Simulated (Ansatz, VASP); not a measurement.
**Two plane-wave programs on ScAl4**

```
Sc Al
1.0
     4.48211   -2.01013    0.00000
     4.48211    2.01013    0.00000
    -4.46941    0.00000    4.49161
Sc Al
1 4
Direct
  0.00000 0.00000 0.50000
  0.80000 0.80000 0.90000
  0.40000 0.40000 0.70000
  0.60000 0.60000 0.30000
  0.20000 0.20000 0.10000
```

Alike in both runs: task relaxation of cell and atoms; functional PBE; k mesh 6 × 6 × 4; occupations gaussian, width 0.1 eV; no spin polarisation.

|  | VASP | Ansatz |
| --- | --- | --- |
| version | VASP 6.6.1 | Ansatz 0.2.0 |
| potentials or method | VASP PAW PBE potentials, release 64 (Sc_sv, Al), cutoff 600 eV | scalar-relativistic, plane waves, PAW |
| valence electrons in the cell | 23 | 23 |

```tsv
	VASP	Ansatz	Ansatz less VASP
gap on the k mesh at the Fermi level, each at its own relaxed structure (eV)	none	none	-
relaxed volume (Å³/atom)	17.76	17.76	-0.004
relaxed cell length with the largest relative difference (Å)	5.111	5.096	-0.0151
```

A gap of «none» marks a metal or a gap that the smearing closes.
